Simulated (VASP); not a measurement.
# K16H (a cell with a defect) in VASP: single point with PBE

Aim: the single point of K16H (a cell with a defect) with PBE.

Program: VASP 6.6.1. These are calculated values, not measurements. Logs are shortened: lines on timing, memory, paths and dates and some standing lists are left out, and cuts for length are marked.

## Step 1: The cell of the first run

The cell holds a defect, 17 atoms: a = 10.565 Å, b = 10.565 Å, c = 10.565 Å, α = 90.00°, β = 90.00°, γ = 90.00°.

## Step 2: Single point, PBE

File INCAR:

```
SYSTEM = K16H
PREC = Accurate
ENCUT = 400
EDIFF = 1E-6
ISMEAR = 0
SIGMA = 0.1
LREAL = .FALSE.
LASPH = .TRUE.
NELM = 120
ALGO = Normal
ISIF = 2
LWAVE = .FALSE.
LCHARG = .TRUE.
GGA = PE
LELF = .TRUE.
LVHAR = .TRUE.
NBANDS = 86
GGA_COMPAT = .FALSE.
```

File KPOINTS:

```
Automatic mesh
0
Gamma
  2 2 2
  0.5 0.5 0.5
```

File POSCAR:

```
K16H
1.0
   10.5652584730      0.0000000000      0.0000000000
    0.0000000000     10.5652584730      0.0000000000
    0.0000000000      0.0000000000     10.5652584730
K H
16 1
Direct
    0.0320617807      0.0175338824      0.0000129670
    0.4602511157      0.0094132103      0.0000672014
   -0.0103925522      0.4964002550     -0.0000833865
    0.0115740661      0.0086578100      0.5000725740
    0.2538750005      0.2534993353      0.2270027758
    0.5128910962      0.5137878088     -0.0000300986
    0.4870388181     -0.0027289441      0.5000084961
    0.7431173615      0.2379303835      0.2460152780
   -0.0069828864      0.4846189057      0.4999704469
    0.2432480007      0.7342570955      0.2542998836
    0.2539130497      0.2536809683      0.7728979864
    0.5049575468      0.4953905305      0.4999013525
    0.7556591275      0.7659710381      0.2468749824
    0.7430486457      0.2379709883      0.7539008175
    0.2433258975      0.7342248199      0.7455606524
    0.7556049878      0.7659532439      0.7530556891
    0.2475398976      0.1467381990     -0.0001102671
```

Potentials or basis: VASP PAW PBE potentials, release 64 (K_sv, H).

On the command line:

```console
$ cat potpaw_PBE.64/K_sv/POTCAR potpaw_PBE.64/H/POTCAR > POTCAR
$ mpirun -np 1 vasp_std > vasp.out
```

OUTCAR:

```text
SYSTEM = K16H
   PREC = Accurate
   ENCUT = 400
   EDIFF = 1E-6
   ISMEAR = 0
   LREAL = .FALSE.
   LASPH = .TRUE.
   NELM = 120
   ISIF = 2
   GGA = PE

 ion  position               nearest neighbor table
   1  0.032  0.018  0.000-
   2  0.460  0.009  0.000-
   3  0.990  0.496  1.000-
   4  0.012  0.009  0.500-
   5  0.254  0.253  0.227-
   6  0.513  0.514  1.000-
[... 9 lines left out ...]
  16  0.756  0.766  0.753-
  17  0.248  0.147  1.000-

  LATTYP: Found a simple cubic cell.
 ALAT       =    10.5652584730

  Lattice vectors:

 A1 = (  10.5652584730,   0.0000000000,   0.0000000000)
 A2 = (   0.0000000000,  10.5652584730,   0.0000000000)
 A3 = (   0.0000000000,   0.0000000000,  10.5652584730)

Analysis of symmetry for initial positions (statically):
=====================================================================
 Subroutine PRICEL returns:
 Original cell was already a primitive cell.

 Routine SETGRP: Setting up the symmetry group for a
 simple cubic supercell.

 Subroutine GETGRP returns: Found  1 space group operations
 (whereof  1 operations were pure point group operations)
 out of a pool of 48 trial point group operations.

The static configuration has the point symmetry C_1 .

Analysis of symmetry for dynamics (positions and initial velocities):
=====================================================================
 Subroutine PRICEL returns:
 Original cell was already a primitive cell.

 Routine SETGRP: Setting up the symmetry group for a
 simple cubic supercell.

 Subroutine GETGRP returns: Found  1 space group operations
 (whereof  1 operations were pure point group operations)
 out of a pool of 48 trial point group operations.

The dynamic configuration has the point symmetry C_1 .

 Subroutine INISYM returns: Found  1 space group operations
 (whereof  1 operations are pure point group operations),
 and found     1 'primitive' translations

----------------------------------------------------------------------------------------

                                     Primitive cell

  volume of cell :    1179.3437

  direct lattice vectors                    reciprocal lattice vectors
    10.565258473  0.000000000  0.000000000     0.094649838  0.000000000  0.000000000
     0.000000000 10.565258473  0.000000000     0.000000000  0.094649838  0.000000000
     0.000000000  0.000000000 10.565258473     0.000000000  0.000000000  0.094649838

  length of vectors
    10.565258473 10.565258473 10.565258473     0.094649838  0.094649838  0.094649838

  position of ions in fractional coordinates (direct lattice)
     0.032061781  0.017533882  0.000012967
     0.460251116  0.009413210  0.000067201
     0.989607448  0.496400255  0.999916613
     0.011574066  0.008657810  0.500072574
     0.253875001  0.253499335  0.227002776
     0.512891096  0.513787809  0.999969901
[... 9 lines left out ...]
     0.755604988  0.765953244  0.753055689
     0.247539898  0.146738199  0.999889733

  ion indices of the primitive-cell ions
   primitive index   ion index
                 1           1
                 2           2
                 3           3
                 4           4
                 5           5
                 6           6
[... 9 lines left out ...]
                16          16
                17          17

----------------------------------------------------------------------------------------

 KPOINTS: Automatic mesh

Automatic generation of k-mesh.
 Grid dimensions read from file:
 generate k-points for:    2    2    2

 Generating k-lattice:

  Cartesian coordinates                     Fractional coordinates (reciprocal lattice)
     0.047324919  0.000000000  0.000000000     0.500000000  0.000000000  0.000000000
     0.000000000  0.047324919  0.000000000     0.000000000  0.500000000  0.000000000
     0.000000000  0.000000000  0.047324919     0.000000000  0.000000000  0.500000000

  Length of vectors
     0.047324919  0.047324919  0.047324919

  Shift w.r.t. Gamma in fractional coordinates (k-lattice)
     0.500000000  0.500000000  0.500000000

 Subroutine IBZKPT returns following result:
 ===========================================

 Found      4 irreducible k-points:

 Following reciprocal coordinates:
            Coordinates               Weight
  0.250000  0.250000  0.250000      2.000000
 -0.250000  0.250000  0.250000      2.000000
 -0.250000 -0.250000  0.250000      2.000000
  0.250000 -0.250000  0.250000      2.000000
   k-points           NKPTS =      4   k-points in BZ     NKDIM =      4   number of bands    NBANDS=     86
   number of dos      NEDOS =    301   number of ions     NIONS =     17
   total plane-waves  NPLWV = 343000
   dimension x,y,z NGX =    70 NGY =   70 NGZ =   70
   dimension x,y,z NGXF=   140 NGYF=  140 NGZF=  140
   ions per type =              16   1
   NGX,Y,Z   is equivalent  to a cutoff of  11.01, 11.01, 11.01 a.u.
   NGXF,Y,Z  is equivalent  to a cutoff of  22.03, 22.03, 22.03 a.u.
 SYSTEM =  K16H
   PREC   = accura    normal or accurate (medium, high low for compatibility)
   ISTART =      0    job   : 0-new  1-cont  2-samecut
   ICHARG =      2    charge: 1-file 2-atom 10-const
   ISPIN  =      1    spin polarized calculation?
   LNONCOLLINEAR =      F non collinear calculations
   LSORBIT =      F    spin-orbit coupling
   LASPH  =      T    aspherical Exc in radial PAW
   ENCUT  =  400.0 eV  29.40 Ry    5.42 a.u.  17.23 17.23 17.23*2*pi/ulx,y,z
   NELM   =    120;   NELMIN=  2; NELMDL= -5     # of ELM steps
   EDIFF  = 0.1E-05   stopping-criterion for ELM
   LREAL  =      F    real-space projection
   EDIFFG = 0.1E-04   stopping-criterion for IOM
   NSW    =      0    number of steps for IOM
   IBRION =     -1    ionic relax: 0-MD 1-quasi-New 2-CG
   NFREE  =      0    steps in history (QN), initial steepest desc. (CG)
   ISIF   =      2    stress and relaxation
   ISYM   =      2    0-nonsym 1-usesym 2-fastsym
   POTIM  = 0.5000    time-step for ionic-motion
   TEBEG  =    0.0;   TEEND  =   0.0 temperature during run
   PSTRESS=    0.0 pullay stress
   NELECT =     145.0000    total number of electrons
   NUPDOWN=      -1.0000    fix difference up-down
   EMIN   =  10.00;   EMAX   =-10.00  energy-range for DOS
   EFERMI =   0.00;   METHOD = LEGACY
   ISMEAR =     0;   SIGMA  =   0.10  broadening in eV -4-tet -1-fermi 0-gaus
   EFERMI_NEDOS =   21; number of points for ismear=-14 and -15
   IALGO  =     38    algorithm
   IMIX   =      4    mixing-type and parameters
     AMIX     =   0.40;   BMIX     =  1.00
     AMIX_MAG =   1.60;   BMIX_MAG =  1.00
  volume/ion in A,a.u.               =      69.37       468.15
  Fermi-wavevector in a.u.,A,eV,Ry     =   0.814049  1.538330  9.016258  0.662676
  Thomas-Fermi vector in A             =   1.923886
   LORBIT       =      0    0 simple, 1 ext, 2 COOP (PROOUT), +10 PAW based schemes
   GGA     = PE    functional components
   LHFCALC =     F    Hartree Fock is set to
   AEXX    =    0.0000 exact exchange contribution
   IVDW    =     0    specifies the selected vdW correction
   LEPSILON=     F    determine dielectric tensor
   LRPA    =     F    only Hartree local field effects (RPA)
 non-spin polarized calculation
 Gauss-broadening in eV      SIGMA  =   0.10
  energy-cutoff  :      400.00
  volume of cell :     1179.34
 maximum number of plane-waves:     21428
 NGX is ok and might be reduce to    70
   NGX = 35   NGY = 35   NGZ = 35

 number of electron     145.0000007 magnetization

 Free energy of the ion-electron system (eV)
  ---------------------------------------------------
  ext. energy  EPLUGINS =         0.00000000
  ---------------------------------------------------
  free energy    TOTEN  =       -20.17437300 eV

  energy without entropy =      -20.07042569  energy(sigma->0) =      -20.12239934

 E-fermi :   0.0178     XC(G=0):  -5.6447

 val. band max:       -0.3437980323   @ k =  -0.2500   0.2500   0.2500
 cond. band min:       0.0691027108   @ k =   0.2500   0.2500   0.2500
 fundamental gap:      0.4129007431
 Fermi energy:         0.0178253717

 k-point     1 :       0.2500    0.2500    0.2500
  band No.  band energies     occupation
      1     -32.3061      2.00000
      2     -32.3058      2.00000
      3     -32.2999      2.00000
      4     -32.2953      2.00000
      5     -32.2946      2.00000
      6     -32.2918      2.00000
[... 76 lines left out ...]
     83       1.1217      0.00000
     84       1.2191      0.00000

 k-point     2 :      -0.2500    0.2500    0.2500
  band No.  band energies     occupation
      1     -32.3061      2.00000
      2     -32.3058      2.00000
      3     -32.2999      2.00000
      4     -32.2953      2.00000
      5     -32.2946      2.00000
      6     -32.2918      2.00000
[... 76 lines left out ...]
     83       1.1237      0.00000
     84       1.2175      0.00000

 k-point     3 :      -0.2500   -0.2500    0.2500
  band No.  band energies     occupation
      1     -32.3061      2.00000
      2     -32.3058      2.00000
      3     -32.2999      2.00000
      4     -32.2953      2.00000
      5     -32.2946      2.00000
      6     -32.2918      2.00000
[... 76 lines left out ...]
     83       1.1217      0.00000
     84       1.2190      0.00000

 k-point     4 :       0.2500   -0.2500    0.2500
  band No.  band energies     occupation
      1     -32.3061      2.00000
      2     -32.3058      2.00000
      3     -32.2999      2.00000
      4     -32.2953      2.00000
      5     -32.2946      2.00000
      6     -32.2918      2.00000
[... 76 lines left out ...]
     83       1.1237      0.00000
     84       1.2175      0.00000
 [bands above 84 left out]

------------------------ aborting loop because EDIFF is reached ----------------------------------------

  FORCE on cell =-STRESS in cart. coord.  units (eV):
  Direction    XX          YY          ZZ          XY          YZ          ZX
  --------------------------------------------------------------------------------------
  -------------------------------------------------------------------------------------
  Total       -0.2513401      0.0070842     -0.4939516      0.0673679      0.0007859     -0.0001800
  in kB       -0.3414538      0.0096241     -0.6710496      0.0915216      0.0010677     -0.0002445
  external PRESSURE =      -0.3342931 kB  Pullay stress =       0.0000000 kB

 VOLUME and BASIS-vectors are now :
 -----------------------------------------------------------------------------
  energy-cutoff  :      400.00
  volume of cell :     1179.34
      direct lattice vectors                 reciprocal lattice vectors
    10.565258473  0.000000000  0.000000000     0.094649838  0.000000000  0.000000000
     0.000000000 10.565258473  0.000000000     0.000000000  0.094649838  0.000000000
     0.000000000  0.000000000 10.565258473     0.000000000  0.000000000  0.094649838

 POSITION                                       TOTAL-FORCE (eV/Angst)
 -----------------------------------------------------------------------------------
      0.33874      0.18525      0.00014         0.000373     -0.008853     -0.000657
      4.86267      0.09945      0.00071         0.010213     -0.009347     -0.000727
     10.45546      5.24460     10.56438        -0.014518      0.022272      0.000171
      0.12228      0.09147      5.28340         0.001801      0.002680     -0.000289
      2.68226      2.67829      2.39834        -0.000827     -0.001416     -0.009613
      5.41883      5.42830     10.56494        -0.001502      0.001177      0.000155
[... 9 lines left out ...]
      7.98316      8.09249      7.95623        -0.004612      0.008700      0.000301
      2.61532      1.55033     10.56409         0.009026     -0.018692      0.000579
 -----------------------------------------------------------------------------------
    total drift:                               -0.000629      0.000307      0.000087

  FREE ENERGIE OF THE ION-ELECTRON SYSTEM (eV)
  ---------------------------------------------------
  free  energy   TOTEN  =       -20.1743729970 eV

  energy  without entropy=      -20.0704256893  energy(sigma->0) =      -20.12239934
```

It took 4.1 min on 1 thread of Intel Xeon 6975P-C (Granite Rapids), shared host; peak memory 0.75 GiB.

What came out:

```
Free energy            : -20.1744 eV
Pressure               : 0.0 GPa
Largest force          : 0.027 eV/Å
Band gap on the k mesh : zero (an odd number of electrons rules out a gap without spin polarisation)
```

Forces in eV/Å, atoms in the order of the input:
```
K    0.000 -0.009 -0.001
K    0.010 -0.009 -0.001
K   -0.015  0.022  0.000
K    0.002  0.003  0.000
K   -0.001 -0.001 -0.010
K   -0.002  0.001  0.000
K   -0.003  0.006  0.000
K    0.003 -0.001 -0.005
K   -0.005  0.001  0.000
K    0.001 -0.003  0.004
K   -0.001 -0.003  0.010
K    0.004 -0.003  0.000
K   -0.005  0.009  0.000
K    0.003 -0.001  0.005
K    0.001 -0.003 -0.004
K   -0.005  0.009  0.000
H    0.009 -0.019  0.001
```

The gap in the log of VASP goes by the Fermi energy; the results here count the filled bands.